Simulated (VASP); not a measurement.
A run of VASP 6.6.1 is set up as follows.

INCAR

```
  ALGO = Fast
  EDIFF = 1E-7
  ENCUT = 520
  GGA = PE
  ISIF = 2
  ISMEAR = 0
  LASPH = T
  LCHARG = F
  LREAL = F
  LWAVE = F
  NBANDS = 36
  NELM = 100
  PREC = Accurate
  SIGMA = 0.1
```

KPOINTS

```
k-points
0
Gamma
  12 12 12
```

The input POSCAR:

```
Ge
1.0
    0.0000000000      2.6959737376      4.9385095210
    2.6562758706      0.0000000000      4.9385095210
    2.6562758706      2.6959737376      0.0000000000
Ge
4
Direct
    0.7858903399      0.7858903399      0.2141096601
    0.2141096601      0.2141096601      0.7858903399
    0.2752897982      0.7247102018      0.2752897982
    0.7247102018      0.2752897982      0.7247102018
```

Potentials or basis: VASP PAW PBE potentials, release 64 (Ge_d).

Command:

```console
$ cat potpaw_PBE.64/Ge_d/POTCAR > POTCAR
$ mpirun -np 1 vasp_std > vasp.out
```

(1) Predict the band gap on the k mesh.

(2) What does it give for the pressure?

(3) Estimate the largest force.

Answers

(1) zero (band 28 reaches 8.86 eV, above the bottom of band 29 at 5.31 eV).

(2) 9.1 GPa.

(3) 0.489 eV/Å.

Caveat: the cell differs from its parent crystal (strained).
